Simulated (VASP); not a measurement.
# Ca (Im-3m) in VASP: a series of runs, part 2 of 2

VASP 6.6.1. The steps go on from the part before.

### 4 Relaxation of cell and atoms, PBEsol, target pressure 2.8 GPa, at which the enthalpy is minimised

This run uses another cell than the first one, of 35.73 Å³/atom.

INCAR

```
SYSTEM = Ca
ALGO     = Normal         ! electronic algorithm
EDIFF    = 1E-7           ! SCF threshold, eV
EDIFFG   = -0.005         ! ionic threshold
ENCUT    = 600            ! plane-wave cutoff, eV
GGA      = PS             ! functional
IBRION   = 2              ! ionic algorithm
ISIF     = 3              ! what is computed and relaxed
ISMEAR   = -1             ! smearing method
LASPH    = .TRUE.         ! aspherical terms in the spheres
LCHARG   = .FALSE.        ! write CHGCAR
LREAL    = .FALSE.        ! projectors in reciprocal space
LWAVE    = .FALSE.        ! write WAVECAR
NELM     = 80             ! most SCF steps
NSW      = 60             ! ionic steps
PREC     = Accurate       ! precision mode
PSTRESS  = 28.0         
SIGMA    = 0.1            ! smearing width, eV
```

KPOINTS

```
k-points
0
G
  13 13 13
  0 0 0
```

POSCAR

```
Ca
1.0
   -2.0748829469      2.0748829469      2.0748829469
    2.0748829469     -2.0748829469      2.0748829469
    2.0748829469      2.0748829469     -2.0748829469
Ca
1
Direct
    0.0000000000      0.0000000000      0.0000000000
```

Potentials or basis: VASP PAW PBE potentials, release 64 (Ca_sv).

Run with:

```bash
> cat potpaw_PBE.64/Ca_sv/POTCAR > POTCAR
> mpirun -np 1 vasp_std > vasp.out
```

OUTCAR:

```text
SYSTEM = Ca
   EDIFF = 1E-7
   EDIFFG = -0.005
   ENCUT = 600
   GGA = PS
   IBRION = 2
   ISIF = 3
   ISMEAR = -1
   LASPH = .TRUE.
   LREAL = .FALSE.
   NELM = 80
   NSW = 60
   PREC = Accurate
   PSTRESS = 28.0

 ion  position               nearest neighbor table
   1  0.000  0.000  0.000-

  LATTYP: Found a body centered cubic cell.
 ALAT       =     4.1497658938

  Lattice vectors:

 A1 = (  -2.0748829469,   2.0748829469,   2.0748829469)
 A2 = (   2.0748829469,  -2.0748829469,   2.0748829469)
 A3 = (   2.0748829469,   2.0748829469,  -2.0748829469)

Analysis of symmetry for initial positions (statically):
=====================================================================
 Subroutine PRICEL returns:
 Original cell was already a primitive cell.

 Routine SETGRP: Setting up the symmetry group for a
 body centered cubic supercell.

 Subroutine GETGRP returns: Found 48 space group operations
 (whereof 48 operations were pure point group operations)
 out of a pool of 48 trial point group operations.

The static configuration has the point symmetry O_h .

Analysis of symmetry for dynamics (positions and initial velocities):
=====================================================================
 Subroutine PRICEL returns:
 Original cell was already a primitive cell.

 Routine SETGRP: Setting up the symmetry group for a
 body centered cubic supercell.

 Subroutine GETGRP returns: Found 48 space group operations
 (whereof 48 operations were pure point group operations)
 out of a pool of 48 trial point group operations.

The dynamic configuration has the point symmetry O_h .

 Subroutine INISYM returns: Found 48 space group operations
 (whereof 48 operations are pure point group operations),
 and found     1 'primitive' translations

----------------------------------------------------------------------------------------

                                     Primitive cell

  volume of cell :      35.7306

  direct lattice vectors                    reciprocal lattice vectors
    -2.074882947  2.074882947  2.074882947     0.000000000  0.240977449  0.240977449
     2.074882947 -2.074882947  2.074882947     0.240977449  0.000000000  0.240977449
     2.074882947  2.074882947 -2.074882947     0.240977449  0.240977449  0.000000000

  length of vectors
     3.593802684  3.593802684  3.593802684     0.340793577  0.340793577  0.340793577

  position of ions in fractional coordinates (direct lattice)
     0.000000000  0.000000000  0.000000000

  ion indices of the primitive-cell ions
   primitive index   ion index
                 1           1

----------------------------------------------------------------------------------------

 KPOINTS: k-points

Automatic generation of k-mesh.
 Grid dimensions read from file:
 generate k-points for:   13   13   13

 Generating k-lattice:

  Cartesian coordinates                     Fractional coordinates (reciprocal lattice)
     0.000000000  0.018536727  0.018536727     0.076923077  0.000000000  0.000000000
     0.018536727  0.000000000  0.018536727     0.000000000  0.076923077  0.000000000
     0.018536727  0.018536727  0.000000000     0.000000000  0.000000000  0.076923077

  Length of vectors
     0.026214891  0.026214891  0.026214891

  Shift w.r.t. Gamma in fractional coordinates (k-lattice)
     0.000000000  0.000000000  0.000000000

 Subroutine IBZKPT returns following result:
 ===========================================

 Found     84 irreducible k-points:

 Following reciprocal coordinates:
            Coordinates               Weight
  0.000000  0.000000  0.000000      1.000000
  0.076923  0.000000  0.000000     12.000000
  0.153846  0.000000  0.000000     12.000000
  0.230769  0.000000  0.000000     12.000000
  0.307692  0.000000  0.000000     12.000000
  0.384615  0.000000  0.000000     12.000000
[... 16 lines left out ...]
  0.153846  0.076923  0.076923     24.000000
  0.230769  0.076923  0.076923     24.000000
 [... further k-points ...]
   k-points           NKPTS =     84   k-points in BZ     NKDIM =     84   number of bands    NBANDS=      9
   number of dos      NEDOS =    301   number of ions     NIONS =      1
   total plane-waves  NPLWV =  27000
   dimension x,y,z NGX =    30 NGY =   30 NGZ =   30
   dimension x,y,z NGXF=    60 NGYF=   60 NGZF=   60
   ions per type =               1
   NGX,Y,Z   is equivalent  to a cutoff of  13.88, 13.88, 13.88 a.u.
   NGXF,Y,Z  is equivalent  to a cutoff of  27.76, 27.76, 27.76 a.u.
 SYSTEM =  Ca
   PREC   = accura    normal or accurate (medium, high low for compatibility)
   ISTART =      0    job   : 0-new  1-cont  2-samecut
   ICHARG =      2    charge: 1-file 2-atom 10-const
   ISPIN  =      1    spin polarized calculation?
   LNONCOLLINEAR =      F non collinear calculations
   LSORBIT =      F    spin-orbit coupling
   LASPH  =      T    aspherical Exc in radial PAW
   ENCUT  =  600.0 eV  44.10 Ry    6.64 a.u.   7.18  7.18  7.18*2*pi/ulx,y,z
   NELM   =     80;   NELMIN=  2; NELMDL= -5     # of ELM steps
   EDIFF  = 0.1E-06   stopping-criterion for ELM
   LREAL  =      F    real-space projection
   EDIFFG = -.5E-02   stopping-criterion for IOM
   NSW    =     60    number of steps for IOM
   IBRION =      2    ionic relax: 0-MD 1-quasi-New 2-CG
   NFREE  =      1    steps in history (QN), initial steepest desc. (CG)
   ISIF   =      3    stress and relaxation
   ISYM   =      2    0-nonsym 1-usesym 2-fastsym
   POTIM  = 0.5000    time-step for ionic-motion
   TEBEG  =    0.0;   TEEND  =   0.0 temperature during run
   PSTRESS=   28.0 pullay stress
   NELECT =      10.0000    total number of electrons
   NUPDOWN=      -1.0000    fix difference up-down
   EMIN   =  10.00;   EMAX   =-10.00  energy-range for DOS
   EFERMI =   0.00;   METHOD = LEGACY
   ISMEAR =    -1;   SIGMA  =   0.10  broadening in eV -4-tet -1-fermi 0-gaus
   EFERMI_NEDOS =   21; number of points for ismear=-14 and -15
   IALGO  =     38    algorithm
   IMIX   =      4    mixing-type and parameters
     AMIX     =   0.40;   BMIX     =  1.00
     AMIX_MAG =   1.60;   BMIX_MAG =  1.00
  volume/ion in A,a.u.               =      35.73       241.12
  Fermi-wavevector in a.u.,A,eV,Ry     =   1.070848  2.023610 15.602016  1.146716
  Thomas-Fermi vector in A             =   2.206571
   LORBIT       =      0    0 simple, 1 ext, 2 COOP (PROOUT), +10 PAW based schemes
   GGA     = PS    functional components
   LHFCALC =     F    Hartree Fock is set to
   AEXX    =    0.0000 exact exchange contribution
   IVDW    =     0    specifies the selected vdW correction
   LEPSILON=     F    determine dielectric tensor
   LRPA    =     F    only Hartree local field effects (RPA)
 conjugate gradient relaxation of ions
 non-spin polarized calculation
  energy-cutoff  :      600.00
  volume of cell :       35.73
 maximum number of plane-waves:      1208
 NGX is ok and might be reduce to    30
   NGX = 15   NGY = 15   NGZ = 15

--------------------------------------- Ionic step        1  -------------------------------------------

 number of electron      10.0000000 magnetization

 number of electron       9.9999999 magnetization

 Free energy of the ion-electron system (eV)
  ---------------------------------------------------
  ext. energy  EPLUGINS =         0.00000000
  ---------------------------------------------------
  free energy    TOTEN  =        -2.10604683 eV

  energy without entropy =       -2.06421622  energy(sigma->0) =       -2.08513153

------------------------ aborting loop because EDIFF is reached ----------------------------------------

  FORCE on cell =-STRESS in cart. coord.  units (eV):
  Direction    XX          YY          ZZ          XY          YZ          ZX
  --------------------------------------------------------------------------------------
  -------------------------------------------------------------------------------------
  Total        0.5888263      0.5888263      0.5888263     -0.0000000     -0.0000000     -0.0000000
  in kB       26.4032234     26.4032234     26.4032234     -0.0000000     -0.0000000     -0.0000000
  external PRESSURE =      -1.5967766 kB  Pullay stress =      28.0000000 kB
[... 61 lines left out ...]
--------------------------------------- Ionic step        3  -------------------------------------------

 number of electron       9.9999999 magnetization

 Free energy of the ion-electron system (eV)
  ---------------------------------------------------
  ext. energy  EPLUGINS =         0.00000000
  ---------------------------------------------------
  free energy    TOTEN  =        -2.10212059 eV

  energy without entropy =       -2.06068570  energy(sigma->0) =       -2.08140315

 E-fermi :   2.6402     XC(G=0):  -8.3767

 val. band max:        2.6291829156   @ k =  -0.4615  -0.4615   0.2308
 cond. band min:       2.6482859142   @ k =  -0.4615   0.4615   0.3846
 fundamental gap:      0.0191029986
 Fermi energy:         2.6402447067

 k-point     1 :       0.0000    0.0000    0.0000
  band No.  band energies     occupation
      1     -38.8034      2.00000
      2     -19.7595      2.00000
      3     -19.7595      2.00000
      4     -19.7595      2.00000
      5      -1.7157      2.00000
      6       5.1922      0.00000
      7       5.1922      0.00000
      8       5.1922      0.00000
      9       6.4655      0.00000
[... 265 lines left out ...]
 k-point    24 :       0.2308    0.0769    0.0769
  band No.  band energies     occupation
      1     -38.7790      2.00000
      2     -19.9474      2.00000
      3     -19.8164      2.00000
      4     -19.7731      2.00000
      5       0.2909      2.00000
      6       3.8292      0.00001
      7       4.1411      0.00000
      8       6.4101      0.00000
      9       6.6461      0.00000

 [... further k-points ...]
[... 5 lines left out ...]
  --------------------------------------------------------------------------------------
  -------------------------------------------------------------------------------------
  Total        0.6207270      0.6207270      0.6207270      0.0000000     -0.0000000     -0.0000000
  in kB       28.0150219     28.0150219     28.0150219      0.0000000     -0.0000000     -0.0000000
  external PRESSURE =       0.0150219 kB  Pullay stress =      28.0000000 kB
[... 20 lines left out ...]
  energy  without entropy=       -2.0606857016  energy(sigma->0) =       -2.08140315

  enthalpy is  TOTEN    =        -1.4817264704 eV   P V=        0.6203941181

 reached required accuracy - stopping structural energy minimisation
```

It took 2.2 min on 1 thread of Intel Xeon 8259CL, shared host; peak memory 0.2 GiB.

What came out:

| Item | Value |
| --- | --- |
| Free energy | -2.1021 eV |
| Relaxed volume | 35.50 Å³/atom |
| Relaxed cell | a = 3.586 Å, b = 3.586 Å, c = 3.586 Å, α = 109.47°, β = 109.47°, γ = 109.47° |
| Space group after relaxing (to 0.1 Å) | Im-3m (No. 229) |
| Energy change on relaxing (the run minimises the enthalpy) | +3.9 meV/atom |
| Ionic steps | 3 |
| Pressure after relaxing | 2.8 GPa |
| Band gap on the k mesh | zero (bands 5 and 6 overlap by 0.39 eV) |

The path:
```
step  energy change (eV)  largest force (eV/Å)  pressure (GPa)  volume (Å³)
   1              0.0000                0.0000            2.64        35.73
   2              0.0031                0.0000            2.77        35.55
   3              0.0039                0.0000            2.80        35.50
```

Final structure:
```yaml
crystal:
  lattice:
    - [-2.07040, 2.07040, 2.07040]
    - [2.07040, -2.07040, 2.07040]
    - [2.07040, 2.07040, -2.07040]
  atoms:
    - { symbol: Ca, position: [0.00000, 0.00000, 0.00000] }
```

Levels at points of the mesh, in eV from the Fermi level:
```csv
k point,band 2,band 3,band 4,band 5,band 6,band 7,band 8,band 9
"(0.00, 0.00, 0.00)",-22.40,-22.40,-22.40,-4.36,2.55,2.55,2.55,3.83
```

Caveat: the cell is relaxed towards a set pressure, so the run minimises the enthalpy, not the energy; the PAW data sets were made with another functional, which shifts forces and pressure a little.

### 5 Overview

```csv
task,cell,cutoff (eV),gap on the mesh (eV),pressure (GPa)
single point,"a = 3.585 Å, angles 109.5°, 1 atom",520,none,2.8
relaxation of cell and atoms,"relaxed to 2.8 GPa from a = 3.585 Å, angles 109.5°, 1 atom",600,none,2.8
relaxation of cell and atoms,"relaxed to 2.8 GPa from a = 3.594 Å, angles 109.5°, 1 atom",600,none,2.8
```

Alike in all rows: level PBEsol; potentials or basis VASP PAW PBE potentials, release 64 (Ca_sv); no spin polarisation; k mesh 13 × 13 × 13; smearing fermi-dirac 0.1 eV.

Caveats: the PAW data sets were made with another functional, which shifts forces and pressure a little; the cell is relaxed towards a set pressure, so the run minimises the enthalpy, not the energy (at least some runs).

Total energies depend on the potentials used, so only differences within one code and one set of settings carry meaning.
